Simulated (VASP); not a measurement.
Crystal: CaOs.

```
Ca Os
1.0
     0.00000    2.76269    2.76269
     2.76269    0.00000    2.76269
     2.76269    2.76269    0.00000
Ca Os
1 1
Direct
  0.00000 0.00000 0.00000
  0.50000 0.50000 0.50000
```

| Quantity | Value |
| --- | --- |
| Program | VASP 6.6.1 |
| Task | relaxation of cell and atoms |
| Functional | PBE |
| Potentials or basis | VASP PAW PBE potentials, release 64 (Ca_sv, Os) |
| Cutoff | 600 eV |
| k mesh | 6 × 6 × 6 |
| Occupations | gaussian, width 0.1 eV |
| Spin | no spin polarisation |

At the start: pressure 10.1 GPa; volume 21.09 Å³/atom.

Q: How do energy, volume and symmetry change on relaxing?

A: Over 3 steps the energy falls by 94.7 meV/atom and the volume is 24.40 Å³/atom (+15.7 %); space group Fm-3m (No. 225, to 0.1 Å) before and after.

Step by step:
```
step  energy change (eV)  largest force (eV/Å)  pressure (GPa)  volume (Å³)
   1              0.0000                0.0000           10.08        42.17
   2             -0.1768                0.0000           -1.96        50.80
   3             -0.1893                0.0000            0.01        48.81
```

Final structure:
```yaml
crystal:
  lattice:
    - [0.00000, 2.90062, 2.90062]
    - [2.90062, 0.00000, 2.90062]
    - [2.90062, 2.90062, 0.00000]
  atoms:
    - { symbol: Ca, position: [0.00000, 0.00000, 0.00000] }
    - { symbol: Os, position: [0.50000, 0.50000, 0.50000] }
```

Caveat: the volume moved by over 15 % at a fixed basis, so the end points are rough.
